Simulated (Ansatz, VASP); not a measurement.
Mg3Cd2Te3: VASP beside Ansatz

```
Mg Cd Te
1.0
     6.32213    0.00000    0.00000
    -3.16106    5.47512    0.00000
     0.00000    0.00000    5.05357
Mg Cd Te
3 2 3
Direct
  0.65333 0.82667 0.00000
  0.17333 0.82667 0.00000
  0.17333 0.34667 0.00000
  0.00000 0.00000 0.50000
  0.66667 0.33333 0.00000
  0.01255 0.50627 0.50000
  0.49373 0.50627 0.50000
  0.49373 0.98745 0.50000
```

Change from the starting cell: species swapped into the Mn3Fe3Ge2 type (P-6m2, No. 187).

Alike in both runs: task relaxation of cell and atoms; functional PBE; k mesh 3 × 3 × 3; occupations gaussian, width 0.2 eV; no spin polarisation.

```csv
,VASP,Ansatz
version,VASP 6.6.1,Ansatz 0.2.0
potentials or method,"VASP PAW PBE potentials, release 64 (Mg, Cd, Te), cutoff 600 eV","scalar-relativistic, plane waves, PAW"
valence electrons in the cell,48,118
```

Ansatz gave:

| Quantity | Value |
| --- | --- |
| gap on the k mesh at the Fermi level, each at its own relaxed structure (eV) | none |
| relaxed volume (Å³/atom) | 28.09 |
| relaxed length of the cell vector where the two differ most in proportion (Å) | 4.012 |

Task: Which values does VASP return?

Result: gap on the k mesh at the Fermi level, each at its own relaxed structure (eV): none; relaxed volume (Å³/atom): 28.20; relaxed length of the cell vector where the two differ most in proportion (Å): 4.017.

A gap of «none» marks a metal or a gap that the smearing closes. VASP's potentials hold 48 valence electrons a cell and Ansatz's 118, so a difference there can come from the potentials and not from the codes.

The k mesh is coarse, so the values compare programs but aren't converged. Neither program's run includes spin-orbit coupling. Noted on VASP's run: the volume moved by over 15 % at a fixed basis, so the end points are rough.
